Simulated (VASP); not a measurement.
A run of VASP 6.6.1 is set up as follows.

The input INCAR:

```
SYSTEM = MnCu
PREC = Accurate
ENCUT = 520
EDIFF = 1E-7
ISMEAR = 0
SIGMA = 0.1
LREAL = .FALSE.
LASPH = .TRUE.
NELM = 60
ALGO = Fast
ISIF = 2
LWAVE = .FALSE.
LCHARG = .FALSE.
GGA = PE
NBANDS = 19
```

KPOINTS

```
regular mesh
0
G
  18 18 18
  0 0 0
```

The input POSCAR:

```
MnCu
1.0
   -1.8983880320     -1.8983880320     -3.6431919859
   -1.8983880320     -3.6431919859     -1.8983880320
   -3.6431919859     -1.8983880320     -1.8983880320
Mn Cu
1 1
Direct
    1.0000000000      0.0000000000      1.0000000000
    0.5000000000      0.5000000000      0.5000000000
```

Potentials or basis: VASP PAW PBE potentials, release 64 (Mn_pv, Cu).

The run is started by

```console
$ cat potpaw_PBE.64/Mn_pv/POTCAR potpaw_PBE.64/Cu/POTCAR > POTCAR
$ mpirun -np 1 vasp_std > vasp.out
```

Question: Predict the pressure.

Answer: 0.3 GPa.

Question: Predict the band gap on the k mesh.

Answer: Zero (bands 12 and 13 overlap by 1.27 eV).

Stress tensor (GPa, compression positive):
```
0.28 0.13 0.13
0.13 0.28 0.13
0.13 0.13 0.28
```

Caveat: the run has no spin polarisation, though such a crystal can be magnetic. Spin polarisation is off, so any magnetic state and its effect on volume and gap are missing.
